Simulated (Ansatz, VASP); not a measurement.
## YC2N2: VASP beside Ansatz

```xyz
10
Lattice="7.7584 0.0000 0.0000 0.0000 7.7584 0.0000 0.0000 0.0000 3.6038" Properties=species:S:1:pos:R:3 pbc="T T T"
Y     0.0000    0.0000    0.0000
Y     3.8792    3.8792    0.0000
C     1.4892    6.2692    0.0000
C     6.2692    1.4892    0.0000
C     1.4892    1.4892    0.0000
C     6.2692    6.2692    0.0000
N     2.3165    5.4419    0.0000
N     5.4419    2.3165    0.0000
N     2.3165    2.3165    0.0000
N     5.4419    5.4419    0.0000
```

Alike in both runs: task relaxation of cell and atoms; functional PBE; k mesh 2 × 2 × 6; occupations gaussian, width 0.1 eV; no spin polarisation.

|  | VASP | Ansatz |
| --- | --- | --- |
| version | VASP 6.6.1 | Ansatz 0.2.0 |
| potentials or method | VASP PAW PBE potentials, release 64 (Y_sv, C, N), cutoff 600 eV | scalar-relativistic, plane waves, PAW |
| valence electrons in the cell | 58 | 58 |

Ansatz gave:

* gap on the k mesh at the Fermi level, each at its own relaxed structure (eV): none
* relaxed volume (Å³/atom): 27.17
* relaxed length of the cell vector where the two differ most in proportion (Å): 3.746

Problem. Which values does VASP return?

Solution. gap on the k mesh at the Fermi level, each at its own relaxed structure (eV): none; relaxed volume (Å³/atom): 27.07; relaxed length of the cell vector where the two differ most in proportion (Å): 3.713.

A gap of «none» marks a metal or a gap that the smearing closes.

The k mesh is coarse, so the values compare programs but aren't converged. Noted on VASP's run: the standard files for N, O and F lose accuracy on very short bonds; the volume moved by over 15 % at a fixed basis, so the end points are rough.
